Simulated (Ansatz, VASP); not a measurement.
# Cd6Te: VASP beside Ansatz

File INCAR:

```
ALGO = Normal ; EDIFF = 1E-6
EDIFFG = -0.08 ; ENCUT = 600
GGA = PE ; IBRION = 2
ISIF = 3 ; ISMEAR = 0
LASPH = True ; LCHARG = False
LREAL = False ; LWAVE = False
NELM = 80 ; NSW = 36
PREC = Accurate ; SIGMA = 0.2
```

Contents of KPOINTS:

```
k-points
0
Gamma
  3 3 3
```

File POSCAR:

```
Cd6Te
1.0
    6.0431290900      0.0000000000      0.0000000000
   -3.0215645500      5.2335033100      0.0000000000
    0.0000000000      0.0000000000      5.5462887100
Cd Te
6 1
Direct
    0.3036071400      0.3036071400      0.2662879800
    0.0000000000      0.6963928600      0.2662879800
    0.6963928600      0.0000000000      0.2662879800
    0.0000000000      0.3036071400      0.7337120200
    0.3036071400      0.0000000000      0.7337120200
    0.6963928600      0.6963928600      0.7337120200
    0.0000000000      0.0000000000      0.5000000000
```

Input for Ansatz:

```yaml
crystal:
  lattice:
    - [6.04312909, 0.0, 0.0]
    - [-3.02156455, 5.23350331, 0.0]
    - [0.0, 0.0, 5.54628871]
  atoms:
    - { symbol: Cd, position: [0.30360714, 0.30360714, 0.26628798] }
    - { symbol: Cd, position: [0.0, 0.69639286, 0.26628798] }
    - { symbol: Cd, position: [0.69639286, 0.0, 0.26628798] }
    - { symbol: Cd, position: [0.0, 0.30360714, 0.73371202] }
    - { symbol: Cd, position: [0.30360714, 0.0, 0.73371202] }
    - { symbol: Cd, position: [0.69639286, 0.69639286, 0.73371202] }
    - { symbol: Te, position: [0.0, 0.0, 0.5] }
basis:
  ecutwfc: 420
kpoints:
  mp_grid: { grid: [3, 3, 3] }
hamiltonian:
  xc: pbe
scf:
  occupations: { method: gaussian, width: 0.2 }
  lower_state_search: "off"
output:
  forces: true
  stress: true
  eigenvalues: true
relax:
  adjacent_minimum: "off"
  f_tol: 0.08
  max_steps: 16
  cell: { stress_tol: 0.8 }
```

Change from the starting cell: species swapped into the MoCl6 type (P-31m, No. 162).

Alike in both runs: task relaxation of cell and atoms; functional PBE; k mesh 3 × 3 × 3; occupations gaussian, width 0.2 eV; no spin polarisation.

|  | VASP | Ansatz |
| --- | --- | --- |
| version | VASP 6.6.1 | Ansatz 0.2.0 |
| potentials or method | VASP PAW PBE potentials, release 64 (Cd, Te), cutoff 600 eV | scalar-relativistic, plane waves, PAW |
| valence electrons in the cell | 78 | 136 |

VASP gave:

* relaxed volume (Å³/atom): 28.05
* relaxed length of the cell vector where the two differ most in proportion (Å): 6.721

Task: What did Ansatz give for the same quantities?

Result: Relaxed volume (Å³/atom): 27.70; relaxed length of the cell vector where the two differ most in proportion (Å): 6.870.

VASP's potentials hold 78 valence electrons a cell and Ansatz's 136, so a difference there can come from the potentials and not from the codes.

The k mesh is coarse, so the values compare programs but aren't converged. Neither program's run includes spin-orbit coupling.
